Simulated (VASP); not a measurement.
Set up this calculation in VASP 6.6.1, as the native input.

```yaml
Task: single point
Functional: PBEsol
Potentials_or_basis: VASP PAW PBE potentials, release 64 (Cu, O)
Cutoff: 520 eV
k_mesh: 10 × 10 × 8
Occupations: gaussian, width 0.1 eV
Spin: no spin polarisation
Dipole_correction: no
Further_INCAR_settings: ALGO = Normal; EDIFF = 1e-06; NBANDS = 44
```

The structure of CuO lies in POSCAR:

```
CuO
1.0
    4.0850661606      0.0000000000      0.0000000000
    0.0000000000      4.1007163537      0.0000000000
    0.0000000000      0.0000000000      5.0922648285
Cu O
4 4
Direct
    0.2500000000      0.2500000000      0.5000000000
    0.2500000000      0.7500000000      0.0000000000
    0.7500000000      0.7500000000      0.5000000000
    0.7500000000      0.2500000000      0.0000000000
    0.5000000000      0.0000000000      0.7500000000
    0.5000000000      0.0000000000      0.2500000000
    0.0000000000      0.5000000000      0.7500000000
    0.0000000000      0.5000000000      0.2500000000
```

One way to write it, as run:

INCAR

```
SYSTEM = CuO
ALGO = Normal
EDIFF = 1E-6
ENCUT = 520
GGA = PS
ISIF = 2
ISMEAR = 0
LASPH = .TRUE.
LCHARG = .FALSE.
LREAL = .FALSE.
LWAVE = .FALSE.
NBANDS = 44
NELM = 100
PREC = Accurate
SIGMA = 0.1
```

KPOINTS

```
k-points
0
G
  10 10 8
  0 0 0
```

Potentials or basis: VASP PAW PBE potentials, release 64 (Cu, O).

Command:

```sh
$ cat potpaw_PBE.64/Cu/POTCAR potpaw_PBE.64/O/POTCAR > POTCAR
$ mpirun -np 1 vasp_std > vasp.out
```

Results of the run:

* Pressure: 0.6 GPa
* Band gap on the k mesh: zero (bands 34 and 35 overlap by 1.18 eV)

Caveat: the PAW data sets were made with another functional, which shifts forces and pressure a little; semilocal functionals often make such compounds metallic where correlation or magnetic order opens a gap, which also shifts bond lengths.

Run time: 8.1 min on 1 thread of Intel(R) Xeon(R) Platinum 8488C (Sapphire Rapids) (shared host), peak memory 0.54 GiB.
